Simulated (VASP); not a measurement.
Wanted: the native input for a VASP 6.6.1 run.

```yaml
Task: electric field gradients
Functional: PBEsol
Potentials_or_basis: VASP PAW PBE potentials, release 64 (Mg, S)
Cutoff: 520 eV
k_mesh: 10 × 10 × 10
Occupations: fermi-dirac, width 0.03 eV
Spin: no spin polarisation
Dipole_correction: no
Further_INCAR_settings: ALGO = Normal; EDIFF = 1e-08; NBANDS = 11
```

The structure of MgS lies in POSCAR:

```
MgS
1.0
   -0.0260165000      2.5886417500      2.5886417500
    2.5886417500     -0.0260165000      2.5886417500
    2.5886417500      2.5886417500     -0.0260165000
Mg S
1 1
Direct
    0.0000000000      0.0000000000      0.0000000000
    0.5000000000      0.5000000000      0.5000000000
```

This cell differs from its parent crystal: equal xy, yz and zx shear strains of -1 %.

These files were run (other wordings do the same):

INCAR

```
SYSTEM = MgS
  PREC = Accurate
  ENCUT = 520
  EDIFF = 1E-8
  ISMEAR = -1
  SIGMA = 0.03
  LREAL = .False.
  LASPH = .True.
  NELM = 80
  ALGO = Normal
  ISIF = 2
  LWAVE = .False.
  LCHARG = .False.
  GGA = PS
  LEFG = .True.
  NBANDS = 11
```

KPOINTS

```
regular mesh
0
Gamma
  10 10 10
  0 0 0
```

Potentials or basis: VASP PAW PBE potentials, release 64 (Mg, S).

The run is started by

```bash
$ cat potpaw_PBE.64/Mg/POTCAR potpaw_PBE.64/S/POTCAR > POTCAR
$ mpirun -np 1 vasp_std > vasp.out
```

It gave:

| Quantity | Value |
| --- | --- |
| Pressure | -1.1 GPa |
| Band gap on the k mesh | 2.61 eV (least direct gap 3.50 eV) |
| Largest electric field gradient by atom | Mg +0.3; S -5.4 V/Å² |

Caveat: the cell differs from its parent crystal (equal xy, yz and zx shear strains of -1 %); without QUAD_EFG the Cq values of the log hold for a quadrupole moment of 1 mb, not for the nuclei; the PAW data sets were made with another functional, which shifts forces and pressure a little.

Run time: 62 s on 1 thread of Intel Xeon 8259CL, on a shared host, peak memory 0.19 GiB.
